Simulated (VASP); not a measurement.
# H3C3NO2 in VASP: notebook

Runs on H3C3NO2. Level: PBE+D3(BJ). Tasks: single point.

Program: VASP 6.6.1. These are calculated values, not measurements. Logs are shortened: lines on timing, memory, paths and dates and some standing lists are left out, and cuts for length are marked.

### Step 1. The cell of the first run

The cell holds a disordered packing, 27 atoms: a = 7.448 Å, b = 7.448 Å, c = 7.448 Å, α = 90.00°, β = 90.00°, γ = 90.00°.

### Step 2. Single point, PBE+D3(BJ)

INCAR reads:

```
SYSTEM = H3C3NO2
PREC     = Accurate       ! precision mode
ENCUT    = 1000           ! plane-wave cutoff, eV
EDIFF    = 1E-6           ! SCF threshold, eV
ISMEAR   = -1             ! smearing method
SIGMA    = 0.02           ! smearing width, eV
LREAL    = Auto         
LASPH    = .TRUE.         ! aspherical terms in the spheres
NELM     = 120            ! most SCF steps
ALGO     = Normal         ! electronic algorithm
ISIF     = 2              ! what is computed and relaxed
LWAVE    = .FALSE.        ! write WAVECAR
LCHARG   = .FALSE.        ! write CHGCAR
GGA      = PE             ! functional
IVDW     = 12             ! dispersion correction
NBANDS   = 67             ! bands
GGA_COMPAT= .FALSE.
```

KPOINTS reads:

```
regular mesh
0
G
  1 1 1
  0 0 0
```

POSCAR reads:

```
H3C3NO2
1.0
    7.4476350000      0.0000000000      0.0000000000
    0.0000000000      7.4476350000      0.0000000000
    0.0000000000      0.0000000000      7.4476350000
C N H O
9 3 9 6
Direct
    0.7788512729      0.7528698708      0.6540465530
    0.7726748156      0.9474819859      0.6862984021
    0.4674235512      0.0979908387      0.2894073085
    0.5790294503     -0.0099763213      0.1665897966
   -0.0456386490      0.2293614013      0.3250159279
    0.0990112969      0.3534142046      0.3837594082
    0.2270653704      0.7861690322      0.5772570756
    0.3529979651      0.2329464320      0.8234023284
    0.6418681904      0.4724989879      0.1016430048
    0.7874311778      1.1026721906      0.7076743154
    0.6740529040     -0.0853291011      0.0735535509
    0.2082137484      0.4649395412      0.3945950627
    0.8218850682      0.7487209027      0.5160564394
    0.8833945273      0.6784569867      0.7327023948
    0.6479103769      0.6889435371      0.6481386373
    0.3301450729      0.0442153784      0.2933145891
    0.5174260017      0.1055637125      0.4300962655
    0.4513781892      0.2330404216      0.2445474302
    0.0150786122      0.1096589723      0.2867487464
   -0.1455361333      0.1855085541      0.4290355260
   -0.1159562734      0.2859968299      0.2136382892
    0.3259826777      0.7335483009      0.6888092663
    0.1267516467      0.8242616616      0.4665642180
    0.3995362286      0.1169901586      0.7259888542
    0.2785716540      0.3474257264      0.8978286396
    0.7058616594      0.4401531493     -0.0380389211
    0.5931010314      0.5226088550      0.2473536901
```

Potentials or basis: VASP PAW PBE potentials, release 64 (C_h, N_h, H_h, O_h).

Run with:

```console
cat potpaw_PBE.64/C_h/POTCAR potpaw_PBE.64/N_h/POTCAR potpaw_PBE.64/H_h/POTCAR potpaw_PBE.64/O_h/POTCAR > POTCAR
mpirun -np 1 vasp_gam > vasp.out
```

OUTCAR:

```text
SYSTEM = H3C3NO2
   PREC = Accurate
   ENCUT = 1000
   EDIFF = 1E-6
   ISMEAR = -1
   LREAL = Auto
   LASPH = .TRUE.
   NELM = 120
   ISIF = 2
   GGA = PE
   IVDW = 12
 IVDW          = 12

 ion  position               nearest neighbor table
   1  0.779  0.753  0.654-  13 1.08  15 1.09  14 1.12   2 1.47
   2  0.773  0.947  0.686-  10 1.17   1 1.47
   3  0.467  0.098  0.289-  18 1.07  16 1.10  17 1.11   4 1.47
   4  0.579  0.990  0.167-  11 1.14   3 1.47
   5  0.954  0.229  0.325-  19 1.04  21 1.07  20 1.12   6 1.49
   6  0.099  0.353  0.384-  12 1.17   5 1.49
   7  0.227  0.786  0.577-  23 1.15  22 1.18
   8  0.353  0.233  0.823-  25 1.16  24 1.18
   9  0.642  0.472  0.102-  26 1.17  27 1.20
  10  0.787  0.103  0.708-   2 1.17
  11  0.674  0.915  0.074-   4 1.14
  12  0.208  0.465  0.395-   6 1.17
  13  0.822  0.749  0.516-   1 1.08
  14  0.883  0.678  0.733-   1 1.12
  15  0.648  0.689  0.648-   1 1.09
[... 10 lines left out ...]
  26  0.706  0.440  0.962-   9 1.17
  27  0.593  0.523  0.247-   9 1.20

  LATTYP: Found a simple cubic cell.
 ALAT       =     7.4476350000

  Lattice vectors:

 A1 = (   7.4476350000,   0.0000000000,   0.0000000000)
 A2 = (   0.0000000000,   7.4476350000,   0.0000000000)
 A3 = (   0.0000000000,   0.0000000000,   7.4476350000)

Analysis of symmetry for initial positions (statically):
=====================================================================
 Subroutine PRICEL returns:
 Original cell was already a primitive cell.

 Routine SETGRP: Setting up the symmetry group for a
 simple cubic supercell.

 Subroutine GETGRP returns: Found  1 space group operations
 (whereof  1 operations were pure point group operations)
 out of a pool of 48 trial point group operations.

The static configuration has the point symmetry C_1 .

Analysis of symmetry for dynamics (positions and initial velocities):
=====================================================================
 Subroutine PRICEL returns:
 Original cell was already a primitive cell.

 Routine SETGRP: Setting up the symmetry group for a
 simple cubic supercell.

 Subroutine GETGRP returns: Found  1 space group operations
 (whereof  1 operations were pure point group operations)
 out of a pool of 48 trial point group operations.

The dynamic configuration has the point symmetry C_1 .

 Subroutine INISYM returns: Found  1 space group operations
 (whereof  1 operations are pure point group operations),
 and found     1 'primitive' translations

----------------------------------------------------------------------------------------

                                     Primitive cell

  volume of cell :     413.1000

  direct lattice vectors                    reciprocal lattice vectors
     7.447635000  0.000000000  0.000000000     0.134270812  0.000000000  0.000000000
     0.000000000  7.447635000  0.000000000     0.000000000  0.134270812  0.000000000
     0.000000000  0.000000000  7.447635000     0.000000000  0.000000000  0.134270812

  length of vectors
     7.447635000  7.447635000  7.447635000     0.134270812  0.134270812  0.134270812

  position of ions in fractional coordinates (direct lattice)
     0.778851273  0.752869871  0.654046553
     0.772674816  0.947481986  0.686298402
     0.467423551  0.097990839  0.289407309
     0.579029450  0.990023679  0.166589797
     0.954361351  0.229361401  0.325015928
     0.099011297  0.353414205  0.383759408
[... 19 lines left out ...]
     0.705861659  0.440153149  0.961961079
     0.593101031  0.522608855  0.247353690

  ion indices of the primitive-cell ions
   primitive index   ion index
                 1           1
                 2           2
                 3           3
                 4           4
                 5           5
                 6           6
[... 19 lines left out ...]
                26          26
                27          27

----------------------------------------------------------------------------------------

 KPOINTS: regular mesh

Automatic generation of k-mesh.
 Grid dimensions read from file:
 generate k-points for:    1    1    1

 Generating k-lattice:

  Cartesian coordinates                     Fractional coordinates (reciprocal lattice)
     0.134270812  0.000000000  0.000000000     1.000000000  0.000000000  0.000000000
     0.000000000  0.134270812  0.000000000     0.000000000  1.000000000  0.000000000
     0.000000000  0.000000000  0.134270812     0.000000000  0.000000000  1.000000000

  Length of vectors
     0.134270812  0.134270812  0.134270812

  Shift w.r.t. Gamma in fractional coordinates (k-lattice)
     0.000000000  0.000000000  0.000000000

 Subroutine IBZKPT returns following result:
 ===========================================

 Found      1 irreducible k-points:

 Following reciprocal coordinates:
            Coordinates               Weight
  0.000000  0.000000  0.000000      1.000000
   k-points           NKPTS =      1   k-points in BZ     NKDIM =      1   number of bands    NBANDS=     67
   number of dos      NEDOS =    301   number of ions     NIONS =     27
   total plane-waves  NPLWV = 512000
   dimension x,y,z NGX =    80 NGY =   80 NGZ =   80
   dimension x,y,z NGXF=   160 NGYF=  160 NGZF=  160
   ions per type =               9   3   9   6
   NGX,Y,Z   is equivalent  to a cutoff of  17.86, 17.86, 17.86 a.u.
   NGXF,Y,Z  is equivalent  to a cutoff of  35.72, 35.72, 35.72 a.u.
 SYSTEM =  H3C3NO2
   PREC   = accura    normal or accurate (medium, high low for compatibility)
   ISTART =      0    job   : 0-new  1-cont  2-samecut
   ICHARG =      2    charge: 1-file 2-atom 10-const
   ISPIN  =      1    spin polarized calculation?
   LNONCOLLINEAR =      F non collinear calculations
   LSORBIT =      F    spin-orbit coupling
   LASPH  =      T    aspherical Exc in radial PAW
   ENCUT  = 1000.0 eV  73.50 Ry    8.57 a.u.  19.20 19.20 19.20*2*pi/ulx,y,z
   NELM   =    120;   NELMIN=  2; NELMDL= -5     # of ELM steps
   EDIFF  = 0.1E-05   stopping-criterion for ELM
   LREAL  =      T    real-space projection
   EDIFFG = 0.1E-04   stopping-criterion for IOM
   NSW    =      0    number of steps for IOM
   IBRION =     -1    ionic relax: 0-MD 1-quasi-New 2-CG
   NFREE  =      0    steps in history (QN), initial steepest desc. (CG)
   ISIF   =      2    stress and relaxation
   ISYM   =      2    0-nonsym 1-usesym 2-fastsym
   POTIM  = 0.5000    time-step for ionic-motion
   TEBEG  =    0.0;   TEEND  =   0.0 temperature during run
   PSTRESS=    0.0 pullay stress
   NELECT =      96.0000    total number of electrons
   NUPDOWN=      -1.0000    fix difference up-down
   EMIN   =  10.00;   EMAX   =-10.00  energy-range for DOS
   EFERMI =   0.00;   METHOD = LEGACY
   ISMEAR =    -1;   SIGMA  =   0.02  broadening in eV -4-tet -1-fermi 0-gaus
   EFERMI_NEDOS =   21; number of points for ismear=-14 and -15
   IALGO  =     38    algorithm
   IMIX   =      4    mixing-type and parameters
     AMIX     =   0.40;   BMIX     =  1.00
     AMIX_MAG =   1.60;   BMIX_MAG =  1.00
  volume/ion in A,a.u.               =      15.30       103.25
  Fermi-wavevector in a.u.,A,eV,Ry     =   1.006499  1.902008 13.783260  1.013041
  Thomas-Fermi vector in A             =   2.139246
   LORBIT       =      0    0 simple, 1 ext, 2 COOP (PROOUT), +10 PAW based schemes
   GGA     = PE    functional components
   LHFCALC =     F    Hartree Fock is set to
   AEXX    =    0.0000 exact exchange contribution
   IVDW    =    12    specifies the selected vdW correction
   LEPSILON=     F    determine dielectric tensor
   LRPA    =     F    only Hartree local field effects (RPA)
 non-spin polarized calculation
  energy-cutoff  :     1000.00
  volume of cell :      413.10
 maximum number of plane-waves:     14712
 NGX is ok and might be reduce to    80
   NGX = 39   NGY = 39   NGZ = 39

 number of electron      96.0000000 magnetization

 Free energy of the ion-electron system (eV)
  ---------------------------------------------------
  ext. energy  EPLUGINS =         0.00000000
  ---------------------------------------------------
  free energy    TOTEN  =      -179.34405396 eV

  energy without entropy =     -179.34405396  energy(sigma->0) =     -179.34405396

 E-fermi :  -3.1639     XC(G=0):  -6.5701

 val. band max:       -3.6879369589   @ k =   0.0000   0.0000   0.0000
 cond. band min:       1.7150155116   @ k =   0.0000   0.0000   0.0000
 fundamental gap:      5.4029524705
 Fermi energy:        -3.1639093419

 k-point     1 :       0.0000    0.0000    0.0000
  band No.  band energies     occupation
      1     -25.2757      2.00000
      2     -25.2425      2.00000
      3     -25.0877      2.00000
      4     -24.0928      2.00000
      5     -24.0295      2.00000
      6     -23.8507      2.00000
[... 52 lines left out ...]
     59       3.7316      0.00000
     60       3.7945      0.00000
 [bands above 60 left out]

------------------------ aborting loop because EDIFF is reached ----------------------------------------

 Edisp (eV)   -1.36244

 E8    (eV) :    -0.3351

  FORCE on cell =-STRESS in cart. coord.  units (eV):
  Direction    XX          YY          ZZ          XY          YZ          ZX
  --------------------------------------------------------------------------------------
  -------------------------------------------------------------------------------------
  Total       2.03463     1.45664     0.58766    -2.69039    -0.78552    -1.15199
  in kB       7.89115     5.64945     2.27920   -10.43448    -3.04660    -4.46791
  external pressure =        5.27 kB  Pullay stress =        0.00 kB

 VOLUME and BASIS-vectors are now :
 -----------------------------------------------------------------------------
  energy-cutoff  :     1000.00
  volume of cell :      413.10
      direct lattice vectors                 reciprocal lattice vectors
     7.447635000  0.000000000  0.000000000     0.134270812  0.000000000  0.000000000
     0.000000000  7.447635000  0.000000000     0.000000000  0.134270812  0.000000000
     0.000000000  0.000000000  7.447635000     0.000000000  0.000000000  0.134270812

 POSITION                                       TOTAL-FORCE (eV/Angst)
 -----------------------------------------------------------------------------------
      5.80060      5.60710      4.87110         0.416217      0.623320     -0.213160
      5.75460      7.05650      5.11130         0.501670      0.200455      0.702749
      3.48120      0.72980      2.15540        -0.014133     -1.215144      0.248829
      4.31240      7.37334      1.24070        -1.944207      2.073850      2.520640
      7.10774      1.70820      2.42060        -0.168525      1.087266      2.020891
      0.73740      2.63210      2.85810        -1.061686      0.028032     -0.699235
[... 19 lines left out ...]
      5.25700      3.27810      7.16433        -0.426311     -0.453270      0.016574
      4.41720      3.89220      1.84220         0.552993     -1.225873     -2.502168
 -----------------------------------------------------------------------------------
    total drift:                                0.002775      0.003281      0.000471

  FREE ENERGIE OF THE ION-ELECTRON SYSTEM (eV)
  ---------------------------------------------------
  free  energy   TOTEN  =      -180.7064892024 eV

  energy  without entropy=     -180.7064892024  energy(sigma->0) =     -180.70648920
```

It took 2.5 min on 1 thread of Intel Xeon Platinum 8488C (Sapphire Rapids), shared host; peak memory 0.94 GiB.

What came out:

* Free energy: -180.7065 eV
* Pressure: 0.5 GPa
* Largest force: 3.799 eV/Å
* Dispersion energy per atom: -0.050 eV

Forces on the atoms (eV/Å):
```
C    0.416  0.623 -0.213
C    0.502  0.200  0.703
C   -0.014 -1.215  0.249
C   -1.944  2.074  2.521
C   -0.169  1.087  2.021
C   -1.062  0.028 -0.699
C    1.905 -1.647  1.983
C   -0.571 -1.469 -2.335
C   -0.095  2.038  2.444
N   -0.159 -1.110 -0.312
N    1.639 -1.609 -1.604
N   -0.120 -0.600  0.380
H    0.403 -0.323 -0.816
H   -0.858  0.538 -0.064
H   -0.277 -0.068  0.647
H    0.134 -0.217  0.025
H    0.079 -0.263 -0.607
H    0.096  0.944 -0.424
H    0.924 -1.855 -0.869
H    0.723  0.765 -0.129
H   -0.216  0.386 -0.762
O   -0.425  0.543 -0.397
O   -1.324  1.241 -1.564
O    0.213  0.597  0.974
O    0.075  0.993  1.336
O   -0.426 -0.453  0.017
O    0.553 -1.226 -2.502
```

Stress tensor (GPa, compression positive):
```
 0.79 -1.04 -0.45
-1.04  0.56 -0.30
-0.45 -0.30  0.23
```

Levels at points of the mesh, in eV from the Fermi level:
```tsv
k point	band 46	band 47	band 48	band 49	band 50	band 51
(0.00, 0.00, 0.00)	-1.10	-0.83	-0.52	4.88	5.63	6.09
```

Caveat: the k points lie up to 0.84 Å⁻¹ apart, too coarse for converged energies, forces and pressures; the atoms stand as in a frame of molecular dynamics.

(Part 1 of 2 ends here.)
